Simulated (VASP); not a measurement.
# Cu (I4/mmm) in VASP: single point with PBEsol

Aim: the single point of Cu with PBEsol.

Program: VASP 6.6.1. These are calculated values, not measurements. Logs are shortened: lines on timing, memory, paths and dates and some standing lists are left out, and cuts for length are marked.

## Step 1: The cell of the first run

It takes space group I4/mmm (No. 139, tetragonal). Conventional cell: a = 2.633 Å, b = 2.633 Å, c = 3.507 Å, α = 90.00°, β = 90.00°, γ = 90.00°. Within 3.4 Å of Cu (site symmetry 4/mmm) lie 12 Cu at 2.56 to 2.63 Å.

## Step 2: Single point, PBEsol (strain +0.030 along x and y, -0.030 along z)

File INCAR:

```
ALGO     = Normal         # electronic algorithm
EDIFF    = 1E-6           # SCF threshold, eV
ENCUT    = 520            # plane-wave cutoff, eV
GGA      = PS             # functional
ISIF     = 2              # what is computed and relaxed
ISMEAR   = 0              # smearing method
LASPH    = T              # aspherical terms in the spheres
LCHARG   = F              # write CHGCAR
LREAL    = F              # projectors in reciprocal space
LWAVE    = F              # write WAVECAR
NBANDS   = 12             # bands
NELM     = 60             # most SCF steps
PREC     = Accurate       # precision mode
SIGMA    = 0.15           # smearing width, eV
```

File KPOINTS:

```
k-points
0
Gamma
  22 22 22
```

File POSCAR:

```
Cu
1.0
    0.0000000000      1.8617250000      1.7532750000
    1.8617250000      0.0000000000      1.7532750000
    1.8617250000      1.8617250000      0.0000000000
Cu
1
Direct
    0.0000000000      0.0000000000      0.0000000000
```

Potentials or basis: VASP PAW PBE potentials, release 64 (Cu).

Started as:

```sh
$ cat potpaw_PBE.64/Cu/POTCAR > POTCAR
$ mpirun -np 1 vasp_std > vasp.out
```

OUTCAR:

```text
EDIFF = 1E-6
   ENCUT = 520
   GGA = PS
   ISIF = 2
   ISMEAR = 0
   LASPH = T
   LREAL = F
   NELM = 60
   PREC = Accurate

 ion  position               nearest neighbor table
   1  0.000  0.000  0.000-

  LATTYP: Found a body centered tetragonal cell.
 ALAT       =     2.6328767444
 C/A-ratio  =     1.3318321898

  Lattice vectors:

 A1 = (   0.0000000000,  -1.8617250000,  -1.7532750000)
 A2 = (   0.0000000000,   1.8617250000,  -1.7532750000)
 A3 = (   1.8617250000,   0.0000000000,   1.7532750000)

Analysis of symmetry for initial positions (statically):
=====================================================================
 Subroutine PRICEL returns:
 Original cell was already a primitive cell.

 Routine SETGRP: Setting up the symmetry group for a
 body centered tetragonal supercell.

 Subroutine GETGRP returns: Found 16 space group operations
 (whereof 16 operations were pure point group operations)
 out of a pool of 16 trial point group operations.

The static configuration has the point symmetry D_4h.

Analysis of symmetry for dynamics (positions and initial velocities):
=====================================================================
 Subroutine PRICEL returns:
 Original cell was already a primitive cell.

 Routine SETGRP: Setting up the symmetry group for a
 body centered tetragonal supercell.

 Subroutine GETGRP returns: Found 16 space group operations
 (whereof 16 operations were pure point group operations)
 out of a pool of 16 trial point group operations.

The dynamic configuration has the point symmetry D_4h.

 Subroutine INISYM returns: Found 16 space group operations
 (whereof 16 operations are pure point group operations),
 and found     1 'primitive' translations

----------------------------------------------------------------------------------------

                                     Primitive cell

  volume of cell :      12.1538

  direct lattice vectors                    reciprocal lattice vectors
     0.000000000  1.861725000  1.753275000    -0.268568129  0.268568129  0.285180591
     1.861725000  0.000000000  1.753275000     0.268568129 -0.268568129  0.285180591
     1.861725000  1.861725000  0.000000000     0.268568129  0.268568129 -0.285180591

  length of vectors
     2.557341041  2.557341041  2.632876744     0.474958576  0.474958576  0.474958576

  position of ions in fractional coordinates (direct lattice)
     0.000000000  0.000000000  0.000000000

  ion indices of the primitive-cell ions
   primitive index   ion index
                 1           1

[... 82 lines left out ...]
   NELECT =      11.0000    total number of electrons
   NUPDOWN=      -1.0000    fix difference up-down
   EMIN   =  10.00;   EMAX   =-10.00  energy-range for DOS
   EFERMI =   0.00;   METHOD = LEGACY
   ISMEAR =     0;   SIGMA  =   0.15  broadening in eV -4-tet -1-fermi 0-gaus
   EFERMI_NEDOS =   21; number of points for ismear=-14 and -15
   IALGO  =     38    algorithm
   IMIX   =      4    mixing-type and parameters
     AMIX     =   0.40;   BMIX     =  1.00
     AMIX_MAG =   1.60;   BMIX_MAG =  1.00
  volume/ion in A,a.u.               =      12.15        82.02
  Fermi-wavevector in a.u.,A,eV,Ry     =   1.583563  2.992500 34.118948  2.507672
  Thomas-Fermi vector in A             =   2.683314
   LORBIT       =      0    0 simple, 1 ext, 2 COOP (PROOUT), +10 PAW based schemes
   GGA     = PS    functional components
   LHFCALC =     F    Hartree Fock is set to
   AEXX    =    0.0000 exact exchange contribution
   IVDW    =     0    specifies the selected vdW correction
   LEPSILON=     F    determine dielectric tensor
   LRPA    =     F    only Hartree local field effects (RPA)
 non-spin polarized calculation
 Gauss-broadening in eV      SIGMA  =   0.15
  energy-cutoff  :      520.00
  volume of cell :       12.15
 maximum number of plane-waves:       344
   NGX =  9   NGY =  9   NGZ =  9

 number of electron      10.9999996 magnetization

 Free energy of the ion-electron system (eV)
  ---------------------------------------------------
  ext. energy  EPLUGINS =         0.00000000
  ---------------------------------------------------
  free energy    TOTEN  =        -4.28256014 eV

  energy without entropy =       -4.27957062  energy(sigma->0) =       -4.28106538

 E-fermi :   7.0398     XC(G=0): -12.7413

 val. band max:        7.0172597415   @ k =  -0.4545  -0.0000   0.0909
 cond. band min:       7.0574980177   @ k =   0.5000   0.3182   0.1818
 fundamental gap:      0.0402382762
 Fermi energy:         7.0398049495

 k-point     1 :       0.0000    0.0000    0.0000
  band No.  band energies     occupation
      1      -2.1196      2.00000
      2       4.0305      2.00000
      3       4.0305      2.00000
      4       4.2946      2.00000
      5       4.7639      2.00000
      6       5.0303      2.00000
      7      29.4726      0.00000
      8      31.7703      0.00000
      9      31.7703      0.00000
     10      31.9732      0.00000
     11      34.2086      0.00000
     12      34.3566      0.00000
[... 331 lines left out ...]
 k-point    24 :      -0.4545    0.0455    0.0000
  band No.  band energies     occupation
      1       2.1402      2.00000
      2       3.9700      2.00000
      3       4.2012      2.00000
      4       5.1204      2.00000
      5       5.4761      2.00000
      6       6.2508      2.00000
      7      10.9894      0.00000
      8      27.2835      0.00000
      9      27.4480      0.00000
     10      28.7082      0.00000
     11      31.3356      0.00000
     12      33.2489      0.00000

 [... further k-points ...]

------------------------ aborting loop because EDIFF is reached ----------------------------------------

  FORCE on cell =-STRESS in cart. coord.  units (eV):
  Direction    XX          YY          ZZ          XY          YZ          ZX
  --------------------------------------------------------------------------------------
  -------------------------------------------------------------------------------------
  Total       -0.7709837     -0.7709837     -0.5716814      0.0000000     -0.0000000     -0.0000000
  in kB     -101.6353230   -101.6353230    -75.3622008      0.0000000     -0.0000000     -0.0000000
  external PRESSURE =     -92.8776156 kB  Pullay stress =       0.0000000 kB

 VOLUME and BASIS-vectors are now :
 -----------------------------------------------------------------------------
  energy-cutoff  :      520.00
  volume of cell :       12.15
      direct lattice vectors                 reciprocal lattice vectors
     0.000000000  1.861725000  1.753275000    -0.268568129  0.268568129  0.285180591
     1.861725000  0.000000000  1.753275000     0.268568129 -0.268568129  0.285180591
     1.861725000  1.861725000  0.000000000     0.268568129  0.268568129 -0.285180591

 POSITION                                       TOTAL-FORCE (eV/Angst)
 -----------------------------------------------------------------------------------
      0.00000      0.00000      0.00000        -0.000000     -0.000000      0.000000
 -----------------------------------------------------------------------------------
    total drift:                                0.000000      0.000000      0.000000

  FREE ENERGIE OF THE ION-ELECTRON SYSTEM (eV)
  ---------------------------------------------------
  free  energy   TOTEN  =        -4.2825601372 eV

  energy  without entropy=       -4.2795706190  energy(sigma->0) =       -4.28106538
```

stdout:

```text
POSCAR found type information on POSCAR Cu
 POSCAR found :  1 types and       1 ions
 scaLAPACK will be used
 -----------------------------------------------------------------------------
|                                                                             |
|                                                                             |
|     You enforced a specific xc type in the INCAR file but a different       |
|     I HOPE YOU KNOW WHAT YOU ARE DOING!                                     |
|                                                                             |
 -----------------------------------------------------------------------------

 LDA part: xc-table for (Slater+PW92), standard interpolation
 POSCAR, INCAR and KPOINTS ok, starting setup
 FFT: planning ... GRIDC
 FFT: planning ... GRID_SOFT
 FFT: planning ... GRID
 WAVECAR not read
 entering main loop
```

Wall time 41 s (1 thread of Intel Xeon 6975P-C (Granite Rapids), shared host); peak memory 0.22 GiB.

Results:

```
Free energy : -4.2826 eV
Pressure    : -9.3 GPa
```

Levels at points of the mesh, in eV from the Fermi level:
```csv
k point,band 4,band 5,band 6,band 7,band 8,band 9
"(0.00, 0.00, 0.00)",-2.75,-2.28,-2.01,22.43,24.73,24.73
"(0.50, 0.00, 0.00)",-1.65,-1.53,-0.93,3.62,20.27,20.65
"(0.50, 0.50, 0.00)",-1.44,-1.44,2.37,7.98,11.91,11.91
"(0.50, 0.00, 0.50)",-1.55,-1.38,1.09,6.40,13.28,13.39
```

Caveat: the cell differs from its parent crystal (strain +0.030 along x and y, -0.030 along z); the PAW data sets were made with another functional, which shifts forces and pressure a little.
